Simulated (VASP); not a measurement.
Wanted: the native input for a VASP 6.6.1 run.

```
Task                   : single point
Functional             : PBE
Potentials or basis    : VASP PAW PBE potentials, release 64 (Hf_pv, Br)
Cutoff                 : 520 eV
k mesh                 : 4 × 4 × 4
Occupations            : gaussian, width 0.1 eV
Spin                   : no spin polarisation
Dipole correction      : no
Further INCAR settings : ALGO = Normal; EDIFF = 1e-06; NBANDS = 30
```

The structure of Hf3Br2 lies in POSCAR:

```
Hf3Br2
1.0
    2.5815340900     -4.7273378900      0.0000000000
    2.5815340900      4.7273378900      0.0000000000
    0.0000000000      0.0000000000      5.3818200100
Hf Br
3 2
Direct
    0.0000000000      0.5000000000      0.0000000000
    0.5000000000      0.0000000000      0.0000000000
    0.0000000000      0.0000000000      0.0000000000
    0.0000000000      0.0000000000      0.5000000000
    0.5000000000      0.5000000000      0.5000000000
```

The cell was generated, and may not be a known phase.

One way to write it, as run:

INCAR

```
SYSTEM = Hf3Br2
PREC = Accurate
ENCUT = 520
EDIFF = 1E-6
ISMEAR = 0
SIGMA = 0.1
LREAL = .False.
LASPH = .True.
NELM = 60
ALGO = Normal
ISIF = 2
LWAVE = .False.
LCHARG = .False.
GGA = PE
NBANDS = 30
```

KPOINTS

```
regular mesh
0
Gamma
  4 4 4
  0 0 0
```

Potentials or basis: VASP PAW PBE potentials, release 64 (Hf_pv, Br).

The run is started by

```sh
$ cat potpaw_PBE.64/Hf_pv/POTCAR potpaw_PBE.64/Br/POTCAR > POTCAR
$ mpirun -np 1 vasp_std > vasp.out
```

It gave:

- Pressure: 13.3 GPa
- Band gap on the k mesh: zero (bands 22 and 23 overlap by 1.07 eV)

Caveat: the stress differs along the axes, from 0 to 30 GPa; spin-orbit coupling is left out, which moves the levels of the heavy elements.

Run time: 90 s on 1 thread of Intel(R) Xeon(R) Platinum 8259CL CPU @ 2.50GHz (Skylake/Cascade Lake), on a shared host, peak memory 0.27 GiB.
